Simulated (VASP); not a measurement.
Write the native input for VASP 6.6.1 that does the following.

```yaml
Task: single point
Functional: PBE
Potentials_or_basis: VASP PAW PBE potentials, release 64 (Hg, Se)
Cutoff: 500 eV
k_mesh: 9 × 9 × 9
Occupations: fermi-dirac, width 0.02 eV
Spin: no spin polarisation
Dipole_correction: no
Further_INCAR_settings: ALGO = Normal; EDIFF = 1e-06; NBANDS = 16
```

The structure of HgSe lies in POSCAR:

```
HgSe
1.0
    0.0000000000      2.9949679431      2.9949679431
    2.9949679431      0.0000000000      2.9949679431
    2.9949679431      2.9949679431      0.0000000000
Hg Se
1 1
Direct
    0.0000000000      0.0000000000      0.0000000000
    0.7500000000      0.7500000000      0.7500000000
```

This cell differs from its parent crystal: volume scaled by 0.96.

These files were run (other wordings do the same):

INCAR

```
PREC = Accurate ; ENCUT = 500
EDIFF = 1E-6 ; ISMEAR = -1
SIGMA = 0.02 ; LREAL = F
LASPH = T ; NELM = 120
ALGO = Normal ; ISIF = 2
LWAVE = F ; LCHARG = F
GGA = PE ; NBANDS = 16
GGA_COMPAT = F
```

KPOINTS

```
regular mesh
0
Gamma
  9 9 9
```

Potentials or basis: VASP PAW PBE potentials, release 64 (Hg, Se).

Run with:

```console
$ cat potpaw_PBE.64/Hg/POTCAR potpaw_PBE.64/Se/POTCAR > POTCAR
$ mpirun -np 1 vasp_std > vasp.out
```

Results of the run:

```yaml
Pressure: 8.2 GPa
Band_gap_on_the_k_mesh: zero (filled and empty bands touch)
```

Caveat: spin-orbit coupling is left out, which moves the levels of the heavy elements.

Run time: 22 s on 1 thread of Intel Xeon 8259CL, with other jobs on the host, peak memory 0.19 GiB.
